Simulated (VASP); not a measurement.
Here is a VASP 6.6.1 calculation.

File POSCAR:

```
Nb
1.0
    0.0000000000      2.1150000000      2.1150000000
    1.9563750000      0.0000000000      2.1150000000
    1.9563750000      2.1150000000      0.0000000000
Nb
1
Direct
    0.0000000000      0.0000000000      0.0000000000
```

The input INCAR.step1:

```
SYSTEM = Nb
PREC     = Accurate       ! precision mode
ENCUT    = 520            ! plane-wave cutoff, eV
ISMEAR   = 0              ! smearing method
SIGMA    = 0.15           ! smearing width, eV
LREAL    = .False.        ! projectors in reciprocal space
LASPH    = .True.         ! aspherical terms in the spheres
NELM     = 60             ! most SCF steps
NBANDS   = 12             ! bands
GGA      = PE             ! functional
ALGO     = Normal         ! electronic algorithm
EDIFF    = 1E-4           ! SCF threshold, eV
LWAVE    = .True.         ! write WAVECAR
LCHARG   = .False.        ! write CHGCAR
```

File INCAR.step2:

```
SYSTEM = Nb
PREC     = Accurate       ! precision mode
ENCUT    = 520            ! plane-wave cutoff, eV
EDIFF    = 1E-6           ! SCF threshold, eV
ISMEAR   = 0              ! smearing method
SIGMA    = 0.15           ! smearing width, eV
LREAL    = .False.        ! projectors in reciprocal space
LASPH    = .True.         ! aspherical terms in the spheres
NELM     = 60             ! most SCF steps
ALGO     = Normal         ! electronic algorithm
ISIF     = 2              ! what is computed and relaxed
LWAVE    = .False.        ! write WAVECAR
LCHARG   = .False.        ! write CHGCAR
METAGGA  = R2SCAN         ! meta-GGA
LMIXTAU  = .True.       
NBANDS   = 12             ! bands
ISTART   = 1
```

The input KPOINTS:

```
Automatic mesh
0
Gamma
  20 20 20
  0 0 0
```

Potentials or basis: VASP PAW PBE potentials, release 64 (Nb_sv).

The run is started by

```bash
$ cat potpaw_PBE.64/Nb_sv/POTCAR > POTCAR
$ cp INCAR.step1 INCAR
$ mpirun -np 1 vasp_std > vasp.out
$ cp INCAR.step2 INCAR
$ mpirun -np 1 vasp_std > vasp.out
```

Question: Predict the pressure.

Answer: 10.7 GPa.

Question: Estimate the band gap on the k mesh.

Answer: Zero (an odd number of electrons rules out a gap without spin polarisation).

Stress tensor (GPa, compression positive):
```
-3.04  0.00  0.00
 0.00 17.59  0.00
 0.00  0.00 17.59
```

Caveat: the cell differs from its parent crystal (strain -0.0750 x Voigt [1, 0, 0, 0, 0, 0]); the stress differs along the axes, from -3 to 18 GPa; the PAW data sets were made with another functional, which shifts forces and pressure a little.
